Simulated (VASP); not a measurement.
## KBr: single point with PBEsol

Crystal: KBr.

```xyz
2
Lattice="4.0435 0.0000 0.0000 0.0000 4.0435 0.0000 0.0000 0.0000 4.0435" Properties=species:S:1:pos:R:3 pbc="T T T"
K     0.0000    0.0000    0.0000
Br    2.0217    2.0217    2.1467
```

This cell differs from its parent crystal: all Br atoms moved +0.125 Å, as atom 2 along Cartesian [0 0 1].

```json
{"Program": "VASP 6.6.1", "Task": "single point", "Functional": "PBEsol", "Potentials or basis": "VASP PAW PBE potentials, release 64 (K_sv, Br)", "Cutoff": "520 eV", "k mesh": "6 × 6 × 6", "Occupations": "gaussian, width 0.05 eV", "Spin": "no spin polarisation", "Dipole correction": "no", "Further INCAR settings": "ALGO = Normal; EDIFF = 1e-06; NBANDS = 15"}
```

```
Pressure               : -1.2 GPa
Largest force          : 0.053 eV/Å
Band gap on the k mesh : 3.71 eV (least direct gap 3.98 eV)
```

Forces on the atoms (eV/Å):
```
K    0.000  0.000  0.053
Br   0.000  0.000 -0.053
```

Levels at points of the mesh, in eV from the valence-band top:
| k point | band 4 | band 5 | band 6 | band 7 | band 8 | band 9 | band 10 | band 11 | band 12 | band 13 |
| --- | --- | --- | --- | --- | --- | --- | --- | --- | --- | --- |
| (0.00, 0.00, 0.00) | -11.96 | -11.96 | -0.27 | -0.27 | -0.27 | 3.71 | 5.75 | 5.78 | 9.65 | 9.68 |
| (0.50, 0.00, 0.00) | -11.94 | -11.79 | -1.98 | -0.24 | -0.23 | 6.32 | 7.09 | 7.55 | 8.67 | 9.65 |
| (0.00, 0.00, 0.50) | -11.94 | -11.79 | -1.98 | -0.24 | -0.24 | 6.33 | 7.08 | 7.57 | 8.82 | 9.62 |
| (0.50, 0.50, 0.00) | -12.11 | -11.93 | -1.41 | -1.41 | 0.00 | 5.12 | 6.42 | 8.01 | 8.01 | 10.16 |
| (0.00, 0.50, 0.50) | -12.09 | -11.92 | -1.41 | -1.40 | -0.01 | 5.11 | 6.40 | 8.01 | 8.02 | 10.11 |
| (0.50, 0.50, 0.50) | -12.07 | -12.07 | -1.44 | -1.44 | -1.44 | 7.25 | 7.25 | 7.28 | 9.37 | 9.40 |

It took 18 s on 1 thread of Intel(R) Xeon(R) Platinum 8488C (Sapphire Rapids), with other jobs on the host, peak memory 0.18 GiB.

Caveat: the cell differs from its parent crystal (all Br atoms moved +0.125 Å, as atom 2 along Cartesian [0 0 1]); the PAW data sets were made with another functional, which shifts forces and pressure a little. A k mesh can miss the band edges.
